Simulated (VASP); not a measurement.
# Sc2SiF2 in VASP: a series of runs

Runs on Sc2SiF2. Level: PBE. Tasks: single point.

Everything below comes from runs of VASP 6.6.1. Logs are shortened: lines on timing, memory, paths and dates and some standing lists are left out, and cuts for length are marked.

### 1 The cell of the first run

The typed cell holds 5 atoms: a = 5.448 Å, b = 5.448 Å, c = 4.028 Å, α = 90.00°, β = 90.00°, γ = 90.00°.

The cell was built from a structure type or drawn by symmetry, and may not be a known phase.

### 2 Single point, PBE

The input, INCAR:

```
  PREC = Accurate
  ENCUT = 600
  EDIFF = 1E-6
  ISMEAR = 0
  SIGMA = 0.1
  LREAL = False
  LASPH = True
  NELM = 120
  ALGO = Normal
  ISIF = 2
  LWAVE = False
  LCHARG = False
  GGA = PE
  NBANDS = 28
  GGA_COMPAT = False
```

The input, KPOINTS:

```
Automatic mesh
0
Gamma
  4 4 4
```

The input, POSCAR:

```
Sc2SiF2
1.0
    5.4479308745      0.0000000000      0.0000000000
    0.0000000000      5.4479308745      0.0000000000
    0.0000000000      0.0000000000      4.0283286829
Sc Si F
2 1 2
Direct
    0.5000000000      0.0000000000      0.2742047751
    0.0000000000      0.5000000000      0.2742047751
    0.0000000000      0.0000000000      0.2740788989
    0.5000000000      0.0000000000      0.7741400704
    0.0000000000      0.5000000000      0.7741400704
```

Potentials or basis: VASP PAW PBE potentials, release 64 (Sc_sv, Si, F).

Started as:

```
> cat potpaw_PBE.64/Sc_sv/POTCAR potpaw_PBE.64/Si/POTCAR potpaw_PBE.64/F/POTCAR > POTCAR
> mpirun -np 1 vasp_std > vasp.out
```

OUTCAR:

```text
PREC = Accurate
   ENCUT = 600
   EDIFF = 1E-6
   ISMEAR = 0
   LREAL = False
   LASPH = True
   NELM = 120
   ISIF = 2
   GGA = PE

 ion  position               nearest neighbor table
   1  0.500  0.000  0.274-   4 2.01   4 2.01   3 2.72   3 2.72
   2  0.000  0.500  0.274-   5 2.01   5 2.01   3 2.72   3 2.72
   3  0.000  0.000  0.274-   1 2.72   2 2.72   2 2.72   1 2.72
   4  0.500  0.000  0.774-   1 2.01   1 2.01
   5  0.000  0.500  0.774-   2 2.01   2 2.01

  LATTYP: Found a simple tetragonal cell.
 ALAT       =     5.4479308745
 C/A-ratio  =     0.7394236042

  Lattice vectors:

 A1 = (   5.4479308745,   0.0000000000,   0.0000000000)
 A2 = (   0.0000000000,   5.4479308745,   0.0000000000)
 A3 = (   0.0000000000,   0.0000000000,   4.0283286829)

Analysis of symmetry for initial positions (statically):
=====================================================================
 Subroutine PRICEL returns:
 Original cell was already a primitive cell.

 Routine SETGRP: Setting up the symmetry group for a
 simple tetragonal supercell.

 Subroutine GETGRP returns: Found  8 space group operations
 (whereof  8 operations were pure point group operations)
 out of a pool of 16 trial point group operations.

The static configuration has the point symmetry C_4v.

Analysis of symmetry for dynamics (positions and initial velocities):
=====================================================================
 Subroutine PRICEL returns:
 Original cell was already a primitive cell.

 Routine SETGRP: Setting up the symmetry group for a
 simple tetragonal supercell.

 Subroutine GETGRP returns: Found  8 space group operations
 (whereof  8 operations were pure point group operations)
 out of a pool of 16 trial point group operations.

The dynamic configuration has the point symmetry C_4v.

 Subroutine INISYM returns: Found  8 space group operations
 (whereof  8 operations are pure point group operations),
 and found     1 'primitive' translations

----------------------------------------------------------------------------------------

                                     Primitive cell

  volume of cell :     119.5606

  direct lattice vectors                    reciprocal lattice vectors
     5.447930874  0.000000000  0.000000000     0.183555927  0.000000000  0.000000000
     0.000000000  5.447930874  0.000000000     0.000000000  0.183555927  0.000000000
     0.000000000  0.000000000  4.028328683     0.000000000  0.000000000  0.248241908

  length of vectors
     5.447930874  5.447930874  4.028328683     0.183555927  0.183555927  0.248241908

  position of ions in fractional coordinates (direct lattice)
     0.500000000  0.000000000  0.274204775
     0.000000000  0.500000000  0.274204775
     0.000000000  0.000000000  0.274078899
     0.500000000  0.000000000  0.774140070
     0.000000000  0.500000000  0.774140070

  ion indices of the primitive-cell ions
   primitive index   ion index
                 1           1
                 2           2
                 3           3
                 4           4
                 5           5

----------------------------------------------------------------------------------------

 KPOINTS: Automatic mesh

Automatic generation of k-mesh.
 Grid dimensions read from file:
 generate k-points for:    4    4    4

 Generating k-lattice:

  Cartesian coordinates                     Fractional coordinates (reciprocal lattice)
     0.045888982  0.000000000  0.000000000     0.250000000  0.000000000  0.000000000
     0.000000000  0.045888982  0.000000000     0.000000000  0.250000000  0.000000000
     0.000000000  0.000000000  0.062060477     0.000000000  0.000000000  0.250000000

  Length of vectors
     0.045888982  0.045888982  0.062060477

  Shift w.r.t. Gamma in fractional coordinates (k-lattice)
     0.000000000  0.000000000  0.000000000

 Subroutine IBZKPT returns following result:
 ===========================================

 Found     18 irreducible k-points:

 Following reciprocal coordinates:
            Coordinates               Weight
  0.000000  0.000000  0.000000      1.000000
  0.250000  0.000000  0.000000      4.000000
  0.500000  0.000000  0.000000      2.000000
  0.250000  0.250000  0.000000      4.000000
  0.500000  0.250000  0.000000      4.000000
  0.500000  0.500000  0.000000      1.000000
[... 10 lines left out ...]
  0.500000  0.250000  0.500000      4.000000
  0.500000  0.500000  0.500000      1.000000
   k-points           NKPTS =     18   k-points in BZ     NKDIM =     18   number of bands    NBANDS=     28
   number of dos      NEDOS =    301   number of ions     NIONS =      5
   total plane-waves  NPLWV =  73728
   dimension x,y,z NGX =    48 NGY =   48 NGZ =   32
   dimension x,y,z NGXF=    96 NGYF=   96 NGZF=   64
   ions per type =               2   1   2
   NGX,Y,Z   is equivalent  to a cutoff of  14.65, 14.65, 13.21 a.u.
   NGXF,Y,Z  is equivalent  to a cutoff of  29.29, 29.29, 26.41 a.u.
 SYSTEM =  unknown system
   PREC   = accura    normal or accurate (medium, high low for compatibility)
   ISTART =      0    job   : 0-new  1-cont  2-samecut
   ICHARG =      2    charge: 1-file 2-atom 10-const
   ISPIN  =      1    spin polarized calculation?
   LNONCOLLINEAR =      F non collinear calculations
   LSORBIT =      F    spin-orbit coupling
   LASPH  =      T    aspherical Exc in radial PAW
   ENCUT  =  600.0 eV  44.10 Ry    6.64 a.u.  10.88 10.88  8.05*2*pi/ulx,y,z
   NELM   =    120;   NELMIN=  2; NELMDL= -5     # of ELM steps
   EDIFF  = 0.1E-05   stopping-criterion for ELM
   LREAL  =      F    real-space projection
   EDIFFG = 0.1E-04   stopping-criterion for IOM
   NSW    =      0    number of steps for IOM
   IBRION =     -1    ionic relax: 0-MD 1-quasi-New 2-CG
   NFREE  =      0    steps in history (QN), initial steepest desc. (CG)
   ISIF   =      2    stress and relaxation
   ISYM   =      2    0-nonsym 1-usesym 2-fastsym
   POTIM  = 0.5000    time-step for ionic-motion
   TEBEG  =    0.0;   TEEND  =   0.0 temperature during run
   PSTRESS=    0.0 pullay stress
   NELECT =      40.0000    total number of electrons
   NUPDOWN=      -1.0000    fix difference up-down
   EMIN   =  10.00;   EMAX   =-10.00  energy-range for DOS
   EFERMI =   0.00;   METHOD = LEGACY
   ISMEAR =     0;   SIGMA  =   0.10  broadening in eV -4-tet -1-fermi 0-gaus
   EFERMI_NEDOS =   21; number of points for ismear=-14 and -15
   IALGO  =     38    algorithm
   IMIX   =      4    mixing-type and parameters
     AMIX     =   0.40;   BMIX     =  1.00
     AMIX_MAG =   1.60;   BMIX_MAG =  1.00
  volume/ion in A,a.u.               =      23.91       161.37
  Fermi-wavevector in a.u.,A,eV,Ry     =   1.136490  2.147654 17.573402  1.291609
  Thomas-Fermi vector in A             =   2.273195
   LORBIT       =      0    0 simple, 1 ext, 2 COOP (PROOUT), +10 PAW based schemes
   GGA     = PE    functional components
   LHFCALC =     F    Hartree Fock is set to
   AEXX    =    0.0000 exact exchange contribution
   IVDW    =     0    specifies the selected vdW correction
   LEPSILON=     F    determine dielectric tensor
   LRPA    =     F    only Hartree local field effects (RPA)
 non-spin polarized calculation
 Gauss-broadening in eV      SIGMA  =   0.10
  energy-cutoff  :      600.00
  volume of cell :      119.56
 maximum number of plane-waves:      4024
 NGX is ok and might be reduce to    48
   NGX = 21   NGY = 21   NGZ = 17

 number of electron      39.9999983 magnetization

 Free energy of the ion-electron system (eV)
  ---------------------------------------------------
  ext. energy  EPLUGINS =         0.00000000
  ---------------------------------------------------
  free energy    TOTEN  =       -29.92908932 eV

  energy without entropy =      -29.90020238  energy(sigma->0) =      -29.91464585

 E-fermi :   2.0934     XC(G=0):  -8.2025

 val. band max:        2.0641551844   @ k =   0.5000   0.0000   0.0000
 cond. band min:       2.1005909434   @ k =   0.5000   0.5000   0.0000
 fundamental gap:      0.0364357590
 Fermi energy:         2.0933778822

 k-point     1 :       0.0000    0.0000    0.0000
  band No.  band energies     occupation
      1     -48.3885      2.00000
      2     -48.3843      2.00000
      3     -27.1456      2.00000
      4     -27.1398      2.00000
      5     -27.0805      2.00000
      6     -27.0805      2.00000
[... 20 lines left out ...]
     27       4.0829      0.00000
     28       4.2850      0.00000

 k-point     2 :       0.2500    0.0000    0.0000
  band No.  band energies     occupation
      1     -48.3879      2.00000
      2     -48.3849      2.00000
      3     -27.1447      2.00000
      4     -27.1406      2.00000
      5     -27.0801      2.00000
      6     -27.0799      2.00000
[... 20 lines left out ...]
     27       4.4107      0.00000
     28       4.5160      0.00000

 k-point     3 :       0.5000    0.0000    0.0000
  band No.  band energies     occupation
      1     -48.3864      2.00000
      2     -48.3864      2.00000
      3     -27.1427      2.00000
      4     -27.1427      2.00000
      5     -27.0796      2.00000
      6     -27.0793      2.00000
[... 20 lines left out ...]
     27       4.4373      0.00000
     28       4.5875      0.00000

 k-point     4 :       0.2500    0.2500    0.0000
  band No.  band energies     occupation
      1     -48.3874      2.00000
      2     -48.3853      2.00000
      3     -27.1441      2.00000
      4     -27.1412      2.00000
      5     -27.0890      2.00000
      6     -27.0705      2.00000
[... 392 lines left out ...]
     27       4.5980      0.00000
     28       4.6677      0.00000

 k-point    17 :       0.5000    0.2500    0.5000
  band No.  band energies     occupation
      1     -48.3815      2.00000
      2     -48.3815      2.00000
      3     -27.6256      2.00000
      4     -27.6256      2.00000
      5     -27.0880      2.00000
      6     -27.0621      2.00000
[... 20 lines left out ...]
     27       4.4943      0.00000
     28       5.0362      0.00000

 k-point    18 :       0.5000    0.5000    0.5000
  band No.  band energies     occupation
      1     -48.3815      2.00000
      2     -48.3815      2.00000
      3     -27.6256      2.00000
      4     -27.6256      2.00000
      5     -27.0934      2.00000
      6     -27.0568      2.00000
[... 20 lines left out ...]
     27       4.6098      0.00000
     28       4.6791      0.00000

------------------------ aborting loop because EDIFF is reached ----------------------------------------

  FORCE on cell =-STRESS in cart. coord.  units (eV):
  Direction    XX          YY          ZZ          XY          YZ          ZX
  --------------------------------------------------------------------------------------
  -------------------------------------------------------------------------------------
  Total        0.0012745      0.0012745      0.4898217      0.0000000      0.0000000      0.0000000
  in kB        0.0170791      0.0170791      6.5638787      0.0000000      0.0000000      0.0000000
  external PRESSURE =       2.1993457 kB  Pullay stress =       0.0000000 kB

 VOLUME and BASIS-vectors are now :
 -----------------------------------------------------------------------------
  energy-cutoff  :      600.00
  volume of cell :      119.56
      direct lattice vectors                 reciprocal lattice vectors
     5.447930874  0.000000000  0.000000000     0.183555927  0.000000000  0.000000000
     0.000000000  5.447930874  0.000000000     0.000000000  0.183555927  0.000000000
     0.000000000  0.000000000  4.028328683     0.000000000  0.000000000  0.248241908

 POSITION                                       TOTAL-FORCE (eV/Angst)
 -----------------------------------------------------------------------------------
      2.72397      0.00000      1.10459        -0.000000      0.000000     -0.002493
      0.00000      2.72397      1.10459        -0.000000      0.000000     -0.002493
      0.00000      0.00000      1.10408         0.000000      0.000000     -0.000091
      2.72397      0.00000      3.11849        -0.000000      0.000000      0.002539
      0.00000      2.72397      3.11849        -0.000000     -0.000000      0.002539
 -----------------------------------------------------------------------------------
    total drift:                                0.000000      0.000000      0.000803

  FREE ENERGIE OF THE ION-ELECTRON SYSTEM (eV)
  ---------------------------------------------------
  free  energy   TOTEN  =       -29.9290893236 eV

  energy  without entropy=      -29.9002023809  energy(sigma->0) =      -29.91464585
```

It took 51 s on 1 thread of AMD EPYC 9R45 (Zen 5), shared host; peak memory 0.26 GiB.

What came out:

```yaml
Free_energy: -29.9291 eV
Pressure: 0.2 GPa
Band_gap_on_the_k_mesh: zero (bands 20 and 21 overlap by 0.42 eV)
```

Forces in eV/Å, atoms in the order of the input:
```
Sc   0.000  0.000 -0.002
Sc   0.000  0.000 -0.002
Si   0.000  0.000  0.000
F    0.000  0.000  0.003
F    0.000  0.000  0.003
```

Caveat: the k points lie up to 0.39 Å⁻¹ apart.

[end of part 1 of 2]
